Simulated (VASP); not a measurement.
Set up this calculation in VASP 6.6.1, as the native input.

- Task: single point
- Functional: r2SCAN
- Dispersion: D3(BJ)
- Potentials or basis: VASP PAW PBE potentials, release 64 (K_sv)
- Cutoff: 520 eV
- k mesh: 7 × 7 × 7
- Occupations: fermi-dirac, width 0.05 eV
- Spin: no spin polarisation
- Dipole correction: no
- Further INCAR settings: ALGO = Normal; EDIFF = 1e-07; NBANDS = 10

The system is K.

```xyz
1
Lattice="0.0000 3.3317 3.3317 3.3317 0.0000 3.3317 3.3317 3.3317 0.0000" Properties=species:S:1:pos:R:3 pbc="T T T"
K     0.0000    0.0000    0.0000
```

This isn't the form of K at room conditions, which is bcc.

The input as run:

POSCAR

```
K
1.0
    0.0000000000      3.3317174583      3.3317174583
    3.3317174583      0.0000000000      3.3317174583
    3.3317174583      3.3317174583      0.0000000000
K
1
Direct
    0.0000000000      0.0000000000      0.0000000000
```

INCAR.step1

```
PREC = Accurate
ENCUT = 520
ISMEAR = -1
SIGMA = 0.05
LREAL = False
LASPH = True
NELM = 100
NBANDS = 10
GGA = PE
ALGO = Normal
EDIFF = 1E-4
LWAVE = True
LCHARG = False
```

INCAR.step2

```
PREC = Accurate
ENCUT = 520
EDIFF = 1E-7
ISMEAR = -1
SIGMA = 0.05
LREAL = False
LASPH = True
NELM = 100
ALGO = Normal
ISIF = 2
LWAVE = False
LCHARG = True
METAGGA = R2SCAN
LMIXTAU = True
IVDW = 12
VDW_S6 = 1.0
VDW_S8 = 0.78981345
VDW_A1 = 0.49484001
VDW_A2 = 5.73083694
LELF = True
LVHAR = True
NBANDS = 10
ISTART = 1
```

KPOINTS

```
Automatic mesh
0
Gamma
  7 7 7
```

Potentials or basis: VASP PAW PBE potentials, release 64 (K_sv).

The run is started by

```sh
$ cat potpaw_PBE.64/K_sv/POTCAR > POTCAR
$ cp INCAR.step1 INCAR
$ mpirun -np 1 vasp_std > vasp.out
$ cp INCAR.step2 INCAR
$ mpirun -np 1 vasp_std > vasp.out
```

It gave:

```
Pressure                   : 0.0 GPa
Band gap on the k mesh     : zero (an odd number of electrons rules out a gap without spin polarisation)
Dispersion energy per atom : -0.052 eV
```

Caveat: the PAW data sets were made with another functional, which shifts forces and pressure a little.

Wall time 35 s on 1 thread of Intel(R) Xeon(R) 6975P-C (Granite Rapids) (shared host), peak memory 0.21 GiB.
